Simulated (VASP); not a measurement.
A run of VASP 6.6.1:

The input INCAR:

```
  ALGO = Normal
  EDIFF = 1E-6
  ENCUT = 520
  GGA = CA
  ISIF = 2
  ISMEAR = 0
  LASPH = True
  LCHARG = True
  LELF = True
  LREAL = Auto
  LVHAR = True
  LWAVE = False
  NBANDS = 182
  NELECT = 312.0
  NELM = 60
  PREC = Accurate
  SIGMA = 0.02
```

KPOINTS

```
Automatic mesh
0
Gamma
  2 2 2
  0.5 0.5 0.5
```

The input POSCAR:

```
Sr8Ti8O23
1.0
    0.0000000000      0.0000000000      7.7080460010
   -7.7080460010      0.0000000000      0.0000000000
    0.0000000000     -7.7080460010      0.0000000000
Sr Ti O
8 8 23
Direct
    0.0000000000      0.5086150238      0.4913849761
    0.4999999999      0.5086237160      0.4913762839
    0.0000000000      0.5086150238      0.0086150238
    0.4999999999      0.5086237160      0.0086237160
    0.0000000000     -0.0086150238      0.4913849761
    0.4999999999     -0.0086237160      0.4913762839
    0.0000000000     -0.0086150238      0.0086150238
    0.4999999999     -0.0086237160      0.0086237160
    0.2538199694      0.2500000648      0.2500000648
    0.7461800305      0.2500000648      0.2500000648
    0.2341640151      0.2500000648      0.7500000648
    0.7658359848      0.2500000648      0.7500000648
    0.2494752885      0.7500000648      0.2500000648
    0.7505247114      0.7500000648      0.2500000648
    0.2538199694      0.7500000648      0.7500000648
    0.7461800305      0.7500000648      0.7500000648
    0.2693472509      0.2500000648      0.5065665150
    0.7306527490      0.2500000648      0.5065665150
    0.2693472509      0.2500000648     -0.0065665150
    0.7306527490      0.2500000648     -0.0065665150
    0.2479287228      0.7500000648      0.5004460274
    0.7520712771      0.7500000648      0.5004460274
    0.2479287228      0.7500000648     -0.0004460274
    0.7520712771      0.7500000648     -0.0004460274
    0.0000000000      0.2500000648      0.2500000648
    0.4999999999      0.2500000648      0.2500000648
    0.0000000000      0.2500000648      0.7500000648
    0.0000000000      0.7500000648      0.2500000648
    0.4999999999      0.7500000648      0.2500000648
    0.0000000000      0.7500000648      0.7500000648
    0.4999999999      0.7500000648      0.7500000648
    0.2479287228      0.4995539725      0.2500000648
    0.7520712771      0.4995539725      0.2500000648
    0.2693472509      0.4934334849      0.7500000648
    0.7306527490      0.4934334849      0.7500000648
    0.2479287228      0.0004460274      0.2500000648
    0.7520712771      0.0004460274      0.2500000648
    0.2693472509      0.0065665150      0.7500000648
    0.7306527490      0.0065665150      0.7500000648
```

Potentials or basis: VASP PAW LDA potentials, release 64 (Sr_sv, Ti_sv, O).

Run with:

```console
$ cat potpaw_LDA.64/Sr_sv/POTCAR potpaw_LDA.64/Ti_sv/POTCAR potpaw_LDA.64/O/POTCAR > POTCAR
$ mpirun -np 1 vasp_std > vasp.out
```

Hardware: 1 thread of Oxide Virtual Turin-like Processor, with other jobs on the host.

Problem. How long does it take, and how much memory?

Solution. Wall time 6.6 min on 1 thread of Oxide Virtual Turin-like Processor, on a shared host, peak memory 0.37 GiB. Counts: scf iterations 19, k points 1.
